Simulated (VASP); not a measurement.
# Au (Fm-3m) in VASP: a series of runs

Runs on Au. Level: LDA. Tasks: single point, relaxation of cell and atoms.

Program: VASP 6.6.1. These are calculated values, not measurements. Logs are shortened: lines on timing, memory, paths and dates and some standing lists are left out, and cuts for length are marked.

**1. The cell of the first run**

It takes space group Fm-3m (No. 225, cubic). The conventional cell has a = 4.264 Å, b = 4.264 Å, c = 4.264 Å, α = 90.00°, β = 90.00°, γ = 90.00°. Within 4.0 Å of Au (site symmetry m-3m) lie 12 Au at 3.01 Å.

**2. Single point, LDA**

File INCAR:

```
PREC     = Accurate       # precision mode
ENCUT    = 520            # plane-wave cutoff, eV
EDIFF    = 1E-7           # SCF threshold, eV
ISMEAR   = -1             # smearing method
SIGMA    = 0.05           # smearing width, eV
LREAL    = False          # projectors in reciprocal space
LASPH    = True           # aspherical terms in the spheres
NELM     = 60             # most SCF steps
ALGO     = Normal         # electronic algorithm
ISIF     = 2              # what is computed and relaxed
LWAVE    = False          # write WAVECAR
LCHARG   = False          # write CHGCAR
NBANDS   = 12             # bands
```

File KPOINTS:

```
Automatic mesh
0
Gamma
  17 17 17
```

File POSCAR:

```
Au
1.0
    0.0000000000      2.1318955662      2.1318955662
    2.1318955662      0.0000000000      2.1318955662
    2.1318955662      2.1318955662      0.0000000000
Au
1
Direct
    0.0000000000      0.0000000000      0.0000000000
```

Potentials or basis: VASP PAW LDA potentials, release 64 (Au).

Started as:

```sh
cat potpaw_LDA.64/Au/POTCAR > POTCAR
mpirun -np 1 vasp_std > vasp.out
```

OUTCAR:

```text
PREC = Accurate
   ENCUT = 520
   EDIFF = 1E-7
   ISMEAR = -1
   LREAL = False
   LASPH = True
   NELM = 60
   ISIF = 2

 ion  position               nearest neighbor table
   1  0.000  0.000  0.000-

  LATTYP: Found a face centered cubic cell.
 ALAT       =     4.2637911324

  Lattice vectors:

 A1 = (   0.0000000000,   2.1318955662,   2.1318955662)
 A2 = (   2.1318955662,   0.0000000000,   2.1318955662)
 A3 = (   2.1318955662,   2.1318955662,   0.0000000000)

Analysis of symmetry for initial positions (statically):
=====================================================================
 Subroutine PRICEL returns:
 Original cell was already a primitive cell.

 Routine SETGRP: Setting up the symmetry group for a
 face centered cubic supercell.

 Subroutine GETGRP returns: Found 48 space group operations
 (whereof 48 operations were pure point group operations)
 out of a pool of 48 trial point group operations.

The static configuration has the point symmetry O_h .

Analysis of symmetry for dynamics (positions and initial velocities):
=====================================================================
 Subroutine PRICEL returns:
 Original cell was already a primitive cell.

 Routine SETGRP: Setting up the symmetry group for a
 face centered cubic supercell.

 Subroutine GETGRP returns: Found 48 space group operations
 (whereof 48 operations were pure point group operations)
 out of a pool of 48 trial point group operations.

The dynamic configuration has the point symmetry O_h .

 Subroutine INISYM returns: Found 48 space group operations
 (whereof 48 operations are pure point group operations),
 and found     1 'primitive' translations

----------------------------------------------------------------------------------------

                                     Primitive cell

  volume of cell :      19.3788

  direct lattice vectors                    reciprocal lattice vectors
     0.000000000  2.131895566  2.131895566    -0.234533064  0.234533064  0.234533064
     2.131895566  0.000000000  2.131895566     0.234533064 -0.234533064  0.234533064
     2.131895566  2.131895566  0.000000000     0.234533064  0.234533064 -0.234533064

  length of vectors
     3.014955623  3.014955623  3.014955623     0.406223183  0.406223183  0.406223183

  position of ions in fractional coordinates (direct lattice)
     0.000000000  0.000000000  0.000000000

  ion indices of the primitive-cell ions
   primitive index   ion index
                 1           1

----------------------------------------------------------------------------------------

 KPOINTS: Automatic mesh

Automatic generation of k-mesh.
 Grid dimensions read from file:
 generate k-points for:   17   17   17

 Generating k-lattice:

  Cartesian coordinates                     Fractional coordinates (reciprocal lattice)
    -0.013796063  0.013796063  0.013796063     0.058823529  0.000000000  0.000000000
     0.013796063 -0.013796063  0.013796063     0.000000000  0.058823529  0.000000000
     0.013796063  0.013796063 -0.013796063     0.000000000  0.000000000  0.058823529

  Length of vectors
     0.023895481  0.023895481  0.023895481

  Shift w.r.t. Gamma in fractional coordinates (k-lattice)
     0.000000000  0.000000000  0.000000000

 Subroutine IBZKPT returns following result:
 ===========================================

 Found    165 irreducible k-points:

 Following reciprocal coordinates:
            Coordinates               Weight
  0.000000  0.000000  0.000000      1.000000
  0.058824  0.000000  0.000000      8.000000
  0.117647  0.000000  0.000000      8.000000
  0.176471  0.000000  0.000000      8.000000
  0.235294  0.000000  0.000000      8.000000
  0.294118  0.000000  0.000000      8.000000
[... 16 lines left out ...]
 -0.176471  0.058824  0.000000     24.000000
 -0.117647  0.058824  0.000000     24.000000
 [... further k-points ...]
   k-points           NKPTS =    165   k-points in BZ     NKDIM =    165   number of bands    NBANDS=     12
   number of dos      NEDOS =    301   number of ions     NIONS =      1
   total plane-waves  NPLWV =  13824
   dimension x,y,z NGX =    24 NGY =   24 NGZ =   24
   dimension x,y,z NGXF=    48 NGYF=   48 NGZF=   48
   ions per type =               1
   NGX,Y,Z   is equivalent  to a cutoff of  13.23, 13.23, 13.23 a.u.
   NGXF,Y,Z  is equivalent  to a cutoff of  26.47, 26.47, 26.47 a.u.
 SYSTEM =  unknown system
   PREC   = accura    normal or accurate (medium, high low for compatibility)
   ISTART =      0    job   : 0-new  1-cont  2-samecut
   ICHARG =      2    charge: 1-file 2-atom 10-const
   ISPIN  =      1    spin polarized calculation?
   LNONCOLLINEAR =      F non collinear calculations
   LSORBIT =      F    spin-orbit coupling
   LASPH  =      T    aspherical Exc in radial PAW
   ENCUT  =  520.0 eV  38.22 Ry    6.18 a.u.   5.61  5.61  5.61*2*pi/ulx,y,z
   NELM   =     60;   NELMIN=  2; NELMDL= -5     # of ELM steps
   EDIFF  = 0.1E-06   stopping-criterion for ELM
   LREAL  =      F    real-space projection
   EDIFFG = 0.1E-05   stopping-criterion for IOM
   NSW    =      0    number of steps for IOM
   IBRION =     -1    ionic relax: 0-MD 1-quasi-New 2-CG
   NFREE  =      0    steps in history (QN), initial steepest desc. (CG)
   ISIF   =      2    stress and relaxation
   ISYM   =      2    0-nonsym 1-usesym 2-fastsym
   POTIM  = 0.5000    time-step for ionic-motion
   TEBEG  =    0.0;   TEEND  =   0.0 temperature during run
   PSTRESS=    0.0 pullay stress
   NELECT =      11.0000    total number of electrons
   NUPDOWN=      -1.0000    fix difference up-down
   EMIN   =  10.00;   EMAX   =-10.00  energy-range for DOS
   EFERMI =   0.00;   METHOD = LEGACY
   ISMEAR =    -1;   SIGMA  =   0.05  broadening in eV -4-tet -1-fermi 0-gaus
   EFERMI_NEDOS =   21; number of points for ismear=-14 and -15
   IALGO  =     38    algorithm
   IMIX   =      4    mixing-type and parameters
     AMIX     =   0.40;   BMIX     =  1.00
     AMIX_MAG =   1.60;   BMIX_MAG =  1.00
  volume/ion in A,a.u.               =      19.38       130.77
  Fermi-wavevector in a.u.,A,eV,Ry     =   1.355490  2.561506 24.998724  1.837354
  Thomas-Fermi vector in A             =   2.482574
   LORBIT       =      0    0 simple, 1 ext, 2 COOP (PROOUT), +10 PAW based schemes
   GGA     = CA    functional components
   LHFCALC =     F    Hartree Fock is set to
   AEXX    =    0.0000 exact exchange contribution
   IVDW    =     0    specifies the selected vdW correction
   LEPSILON=     F    determine dielectric tensor
   LRPA    =     F    only Hartree local field effects (RPA)
 non-spin polarized calculation
  energy-cutoff  :      520.00
  volume of cell :       19.38
 maximum number of plane-waves:       534
   NGX = 11   NGY = 11   NGZ = 11

 number of electron      11.0000000 magnetization

 Free energy of the ion-electron system (eV)
  ---------------------------------------------------
  ext. energy  EPLUGINS =         0.00000000
  ---------------------------------------------------
  free energy    TOTEN  =        -4.25200466 eV

  energy without entropy =       -4.24865305  energy(sigma->0) =       -4.25032886

 E-fermi :   7.3041     XC(G=0): -12.2513

 val. band max:        7.2782504368   @ k =  -0.2353   0.2941   0.0588
 cond. band min:       7.3187261597   @ k =  -0.3529   0.1765   0.0000
 fundamental gap:      0.0404757228
 Fermi energy:         7.3040549003

 k-point     1 :       0.0000    0.0000    0.0000
  band No.  band energies     occupation
      1      -1.3768      2.00000
      2       3.1811      2.00000
      3       3.1811      2.00000
      4       3.1811      2.00000
      5       4.4065      2.00000
      6       4.4065      2.00000
      7      21.8470      0.00000
      8      25.0504      0.00000
      9      25.0504      0.00000
     10      25.0504      0.00000
     11      29.7043      0.00000
     12      33.0163      0.00000

 k-point     2 :       0.0588    0.0000    0.0000
  band No.  band energies     occupation
      1      -1.2690      2.00000
      2       3.1508      2.00000
      3       3.2155      2.00000
      4       3.2155      2.00000
      5       4.3922      2.00000
      6       4.3922      2.00000
      7      21.9468      0.00000
      8      24.2638      0.00000
      9      25.1480      0.00000
     10      25.1480      0.00000
     11      30.1818      0.00000
     12      31.8832      0.00000

 k-point     3 :       0.1176    0.0000    0.0000
  band No.  band energies     occupation
      1      -0.9546      2.00000
      2       3.0764      2.00000
      3       3.3035      2.00000
      4       3.3035      2.00000
      5       4.3657      2.00000
      6       4.3657      2.00000
      7      21.9443      0.00000
      8      22.8587      0.00000
      9      25.4062      0.00000
     10      25.4062      0.00000
     11      29.3121      0.00000
     12      31.1891      0.00000

 k-point     4 :       0.1765    0.0000    0.0000
  band No.  band energies     occupation
      1      -0.4667      2.00000
      2       3.0105      2.00000
      3       3.3950      2.00000
      4       3.3950      2.00000
      5       4.3791      2.00000
      6       4.3791      2.00000
      7      20.2896      0.00000
      8      22.7666      0.00000
      9      25.6926      0.00000
     10      25.6926      0.00000
     11      28.1780      0.00000
     12      30.0070      0.00000

 k-point     5 :       0.2353    0.0000    0.0000
  band No.  band energies     occupation
      1       0.1119      2.00000
      2       3.0589      2.00000
      3       3.4213      2.00000
      4       3.4213      2.00000
      5       4.4988      2.00000
      6       4.4988      2.00000
      7      18.1085      0.00000
      8      22.7311      0.00000
      9      25.6987      0.00000
     10      25.6987      0.00000
     11      27.8843      0.00000
     12      29.2434      0.00000
[... 228 lines left out ...]
      1       0.8241      2.00000
      2       3.2891      2.00000
      3       3.3885      2.00000
      4       3.5166      2.00000
      5       4.6435      2.00000
      6       5.1200      2.00000
      7      15.1597      0.00000
      8      22.0482      0.00000
      9      23.6145      0.00000
     10      25.7779      0.00000
     11      28.1216      0.00000
     12      29.2834      0.00000

 k-point    22 :      -0.2353    0.0588    0.0000
  band No.  band energies     occupation
      1       0.3890      2.00000
      2       3.0282      2.00000
      3       3.4316      2.00000
      4       3.4626      2.00000
      5       4.3796      2.00000
      6       4.8048      2.00000
      7      17.4123      0.00000
      8      22.4020      0.00000
      9      24.3005      0.00000
     10      26.9088      0.00000
     11      27.2184      0.00000
     12      28.7896      0.00000

 k-point    23 :      -0.1765    0.0588    0.0000
  band No.  band energies     occupation
      1      -0.1872      2.00000
      2       2.9403      2.00000
      3       3.4475      2.00000
      4       3.4599      2.00000
      5       4.2379      2.00000
      6       4.5811      2.00000
      7      19.6344      0.00000
      8      22.5700      0.00000
      9      24.6766      0.00000
     10      26.9170      0.00000
     11      27.1591      0.00000
     12      29.5522      0.00000

 k-point    24 :      -0.1176    0.0588    0.0000
  band No.  band energies     occupation
      1      -0.7165      2.00000
      2       2.9996      2.00000
      3       3.3652      2.00000
      4       3.3886      2.00000
      5       4.2460      2.00000
      6       4.4674      2.00000
      7      21.6296      0.00000
      8      22.5269      0.00000
      9      24.6180      0.00000
     10      26.2510      0.00000
     11      28.2522      0.00000
     12      31.0554      0.00000

 [... further k-points ...]

------------------------ aborting loop because EDIFF is reached ----------------------------------------

  FORCE on cell =-STRESS in cart. coord.  units (eV):
  Direction    XX          YY          ZZ          XY          YZ          ZX
  --------------------------------------------------------------------------------------
  -------------------------------------------------------------------------------------
  Total       -2.2995267     -2.2995267     -2.2995267      0.0000000      0.0000000     -0.0000000
  in kB     -190.1171380   -190.1171380   -190.1171380      0.0000000      0.0000000     -0.0000000
  external PRESSURE =    -190.1171380 kB  Pullay stress =       0.0000000 kB

 VOLUME and BASIS-vectors are now :
 -----------------------------------------------------------------------------
  energy-cutoff  :      520.00
  volume of cell :       19.38
      direct lattice vectors                 reciprocal lattice vectors
     0.000000000  2.131895566  2.131895566    -0.234533064  0.234533064  0.234533064
     2.131895566  0.000000000  2.131895566     0.234533064 -0.234533064  0.234533064
     2.131895566  2.131895566  0.000000000     0.234533064  0.234533064 -0.234533064

 POSITION                                       TOTAL-FORCE (eV/Angst)
 -----------------------------------------------------------------------------------
      0.00000      0.00000      0.00000        -0.000000      0.000000      0.000000
 -----------------------------------------------------------------------------------
    total drift:                               -0.000000     -0.000000     -0.000000

  FREE ENERGIE OF THE ION-ELECTRON SYSTEM (eV)
  ---------------------------------------------------
  free  energy   TOTEN  =        -4.2520046641 eV

  energy  without entropy=       -4.2486530518  energy(sigma->0) =       -4.25032886
```

Run time: 19 s. Hardware: 1 thread of AMD EPYC 9R45 (Zen 5), shared host; peak memory 0.13 GiB.

Results:

```yaml
Free_energy: -4.2520 eV
Pressure: -19.0 GPa
Band_gap_on_the_k_mesh: zero (an odd number of electrons rules out a gap without spin polarisation)
```

Levels at points of the mesh, in eV from the Fermi level:
```
           k point  band 3  band 4  band 5  band 6  band 7  band 8  band 9  band 10
(0.00, 0.00, 0.00)   -4.12   -4.12   -2.90   -2.90   14.54   17.75   17.75    17.75
```

Caveat: the cell stands under tension; spin-orbit coupling is left out, which moves the levels of the heavy elements.

**3. Relaxation of cell and atoms, LDA**

This run uses another cell than the first one, of 16.56 Å³/atom.

File INCAR:

```
SYSTEM = Au
ALGO     = Normal         ! electronic algorithm
EDIFF    = 1E-6           ! SCF threshold, eV
EDIFFG   = -0.005         ! ionic threshold
ENCUT    = 600            ! plane-wave cutoff, eV
GGA      = CA             ! functional
IBRION   = 2              ! ionic algorithm
ISIF     = 3              ! what is computed and relaxed
ISMEAR   = -1             ! smearing method
LASPH    = .True.         ! aspherical terms in the spheres
LCHARG   = .False.        ! write CHGCAR
LREAL    = .False.        ! projectors in reciprocal space
LWAVE    = .False.        ! write WAVECAR
NELM     = 80             ! most SCF steps
NSW      = 45             ! ionic steps
PREC     = Accurate       ! precision mode
SIGMA    = 0.05           ! smearing width, eV
```

File KPOINTS:

```
k-points
0
Gamma
  17 17 17
  0 0 0
```

File POSCAR:

```
Au
1.0
    0.0000000000      2.0232464855      2.0232464855
    2.0232464855      0.0000000000      2.0232464855
    2.0232464855      2.0232464855      0.0000000000
Au
1
Direct
    0.0000000000      0.0000000000      0.0000000000
```

Potentials or basis: VASP PAW LDA potentials, release 64 (Au).

Started as:

```sh
cat potpaw_LDA.64/Au/POTCAR > POTCAR
mpirun -np 1 vasp_std > vasp.out
```

OUTCAR:

```text
SYSTEM = Au
   EDIFF = 1E-6
   EDIFFG = -0.005
   ENCUT = 600
   GGA = CA
   IBRION = 2
   ISIF = 3
   ISMEAR = -1
   LASPH = .True.
   LREAL = .False.
   NELM = 80
   NSW = 45
   PREC = Accurate

 ion  position               nearest neighbor table
   1  0.000  0.000  0.000-

  LATTYP: Found a face centered cubic cell.
 ALAT       =     4.0464929710

  Lattice vectors:

 A1 = (   0.0000000000,   2.0232464855,   2.0232464855)
 A2 = (   2.0232464855,   0.0000000000,   2.0232464855)
 A3 = (   2.0232464855,   2.0232464855,   0.0000000000)

Analysis of symmetry for initial positions (statically):
=====================================================================
 Subroutine PRICEL returns:
 Original cell was already a primitive cell.

[... 252 lines left out ...]
 Fermi energy:         9.8427084595

 k-point     1 :       0.0000    0.0000    0.0000
  band No.  band energies     occupation
      1      -0.4655      2.00000
      2       4.8672      2.00000
      3       4.8672      2.00000
      4       4.8672      2.00000
      5       6.4757      2.00000
      6       6.4757      2.00000
      7      24.1696      0.00000
      8      28.2709      0.00000
      9      28.2709      0.00000
[... 265 lines left out ...]
 k-point    24 :      -0.1176    0.0588    0.0000
  band No.  band energies     occupation
      1       0.2904      2.00000
      2       4.6170      2.00000
      3       5.1023      2.00000
      4       5.1302      2.00000
      5       6.2530      2.00000
      6       6.5482      2.00000
      7      24.7935      0.00000
      8      25.3821      0.00000
      9      28.1566      0.00000

 [... further k-points ...]

------------------------ aborting loop because EDIFF is reached ----------------------------------------

  FORCE on cell =-STRESS in cart. coord.  units (eV):
  Direction    XX          YY          ZZ          XY          YZ          ZX
  --------------------------------------------------------------------------------------
  -------------------------------------------------------------------------------------
  Total       -0.0008803     -0.0008803     -0.0008803     -0.0000000     -0.0000000      0.0000000
  in kB       -0.0848903     -0.0848903     -0.0848903     -0.0000000     -0.0000000      0.0000000
  external PRESSURE =      -0.0848903 kB  Pullay stress =       0.0000000 kB
[... 16 lines left out ...]
  FREE ENERGIE OF THE ION-ELECTRON SYSTEM (eV)
  ---------------------------------------------------
  free  energy   TOTEN  =        -4.4460917699 eV

  energy  without entropy=       -4.4432076440  energy(sigma->0) =       -4.44464971

 reached required accuracy - stopping structural energy minimisation
```

CONTCAR:

```text
Au
   1.00000000000000
     0.0000000000000000    2.0252533492847884    2.0252533492847884
     2.0252533492847884   -0.0000000000000000    2.0252533492847884
     2.0252533492847884    2.0252533492847884    0.0000000000000000
  Au
     1
Direct
     0.0000000000000000    0.0000000000000000    0.0000000000000000

  0.00000000E+00  0.00000000E+00  0.00000000E+00
```

Wall time 29 s (1 thread of AMD EPYC 9R45 (Zen 5), shared host); peak memory 0.13 GiB.

What came out:

| Item | Value |
| --- | --- |
| Free energy | -4.4461 eV |
| Relaxed volume | 16.61 Å³/atom |
| Relaxed cell | a = 2.864 Å, b = 2.864 Å, c = 2.864 Å, α = 60.00°, β = 60.00°, γ = 60.00° |
| Space group after relaxing (to 0.1 Å) | Fm-3m (No. 225) |
| Energy gained by relaxing | 0.1 meV/atom |
| Ionic steps | 3 |
| Pressure after relaxing | 0.0 GPa |
| Band gap on the k mesh | zero (an odd number of electrons rules out a gap without spin polarisation) |

Final structure:
```
Au
1.0
     0.00000    2.02525    2.02525
     2.02525    0.00000    2.02525
     2.02525    2.02525    0.00000
Au
1
Direct
  0.00000 0.00000 0.00000
```

Caveat: spin-orbit coupling is left out, which moves the levels of the heavy elements.

The gap in the log of VASP goes by the Fermi energy; the results here count the filled bands.